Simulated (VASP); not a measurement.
A run of VASP 6.6.1:

POSCAR

```
C
1.0
   -2.5113391176      0.0000000000      0.0000000000
   -1.2556695588     -2.1748834734      0.0000000000
    1.2556695588      0.7249611578     10.3359979276
C
10
Direct
    0.0248178013      0.0248178013      0.0744534038
    0.9751821987      0.9751821987      0.9255465962
    0.1086959628      0.1086959628      0.3260878883
    0.8913040372      0.8913040372      0.6739121117
    0.1583685877      0.1583685877      0.4751057630
    0.8416314123      0.8416314123      0.5248942370
    0.3748531780      0.3748531780      0.1245595341
    0.6251468220      0.6251468220      0.8754404659
    0.4253325570      0.4253325570      0.2759976711
    0.5746674430      0.5746674430      0.7240023289
```

INCAR.step1

```
SYSTEM = C
PREC = Accurate
ENCUT = 520
ISMEAR = 0
SIGMA = 0.05
LREAL = .FALSE.
LASPH = .TRUE.
NELM = 60
ISYM = 0
NBANDS = 31
GGA = PE
ALGO = Normal
EDIFF = 1E-4
LWAVE = .TRUE.
LCHARG = .FALSE.
```

File INCAR.step2:

```
SYSTEM = C
PREC = Accurate
ENCUT = 520
EDIFF = 1E-7
ISMEAR = 0
SIGMA = 0.05
LREAL = .FALSE.
LASPH = .TRUE.
NELM = 60
ALGO = Normal
ISIF = 2
LWAVE = .FALSE.
LCHARG = .FALSE.
METAGGA = R2SCAN
LMIXTAU = .TRUE.
ISYM = 0
NBANDS = 31
ISTART = 1
```

The input KPOINTS:

```
Automatic mesh
0
G
  10 10 3
  0 0 0
```

Potentials or basis: VASP PAW PBE potentials, release 64 (C).

The run is started by

```sh
$ cat potpaw_PBE.64/C/POTCAR > POTCAR
$ cp INCAR.step1 INCAR
$ mpirun -np 1 vasp_std > vasp.out
$ cp INCAR.step2 INCAR
$ mpirun -np 1 vasp_std > vasp.out
```

Hardware: 1 thread of Oxide Virtual Turin-like Processor (shared host).

Question: How long does it take, and how much memory?

Answer: Wall time 28 min on 1 thread of Oxide Virtual Turin-like Processor, with other jobs on the host, peak memory 0.26 GiB. Counts: k points 152.
